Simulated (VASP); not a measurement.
**SiTeS: single point with PBE**

The system is SiTeS.

```xyz
3
Lattice="4.4502 0.0000 0.0000 0.0000 4.4502 0.0000 0.0000 0.0000 3.5976" Properties=species:S:1:pos:R:3 pbc="T T T"
Si    0.0000    0.0000    0.0000
Te    2.2251    2.2251    1.7988
S     0.0000    0.0000    1.7988
```

```yaml
Program: VASP 6.6.1
Task: single point
Functional: PBE
Potentials_or_basis: VASP PAW PBE potentials, release 64 (Si, Te, S)
Cutoff: 520 eV
k_mesh: 4 × 4 × 6
Occupations: gaussian, width 0.1 eV
Spin: no spin polarisation
```

| Quantity | Value |
| --- | --- |
| Pressure | 28.0 GPa |
| Band gap on the k mesh | zero (band 8 reaches 6.66 eV, above the bottom of band 9 at 5.51 eV) |

Stress tensor (GPa, compression positive):
```
 1.43  0.00  0.00
 0.00  1.43  0.00
 0.00  0.00 81.24
```

Levels at points of the mesh, in eV from the Fermi level:
```csv
k point,band 6,band 7,band 8,band 9,band 10,band 11
"(0.00, 0.00, 0.00)",-1.92,0.24,0.24,1.10,2.10,4.86
"(0.50, 0.00, 0.00)",-2.75,-1.69,-1.36,0.81,3.39,5.32
"(0.50, 0.50, 0.00)",-1.35,0.55,0.55,1.25,4.11,4.11
"(0.00, 0.00, 0.50)",-3.35,-0.71,-0.71,0.95,0.95,3.98
"(0.50, 0.00, 0.50)",-3.85,-1.48,-0.74,-0.46,0.52,2.14
"(0.50, 0.50, 0.50)",-3.16,-1.85,-1.85,1.21,1.21,4.06
```

It took 32 s on 1 thread of Intel(R) Xeon(R) Platinum 8259CL CPU @ 2.50GHz (Skylake/Cascade Lake) (shared host), peak memory 0.18 GiB.

Caveat: spin-orbit coupling is left out, which moves the levels of the heavy elements.
